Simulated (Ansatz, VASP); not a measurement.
## One calculation of AlN, two programs

```xyz
2
Lattice="0.0000 2.1659 2.1659 2.1659 0.0000 2.1659 2.1659 2.1659 0.0000" Properties=species:S:1:pos:R:3 pbc="T T T"
Al    0.0000    0.0000    0.0000
N     1.0829    1.0829    1.0829
```

Change from the starting cell: hydrostatic strain -0.9%.

Alike in both runs: task single point; functional PBE; k mesh 10 × 10 × 10; occupations fermi-dirac, width 0.02 eV; no spin polarisation.

|  | VASP | Ansatz |
| --- | --- | --- |
| version | VASP 6.6.1 | Ansatz 0.2.0 |
| potentials or method | VASP PAW PBE potentials, release 64 (Al, N) | plane waves, PAW |
| plane-wave cutoff (eV) | 520 | 420 |
| valence electrons in the cell | 8 | 8 |

VASP gave:

```
gap on the k mesh at the Fermi level (eV) : 3.33
pressure (GPa)                            : 10.1
```

Question: What did Ansatz give for the same quantities?

Answer: gap on the k mesh at the Fermi level (eV): 3.34; pressure (GPa): 10.4.

The functional is the same, so the differences come from potentials, cutoffs and numerics.
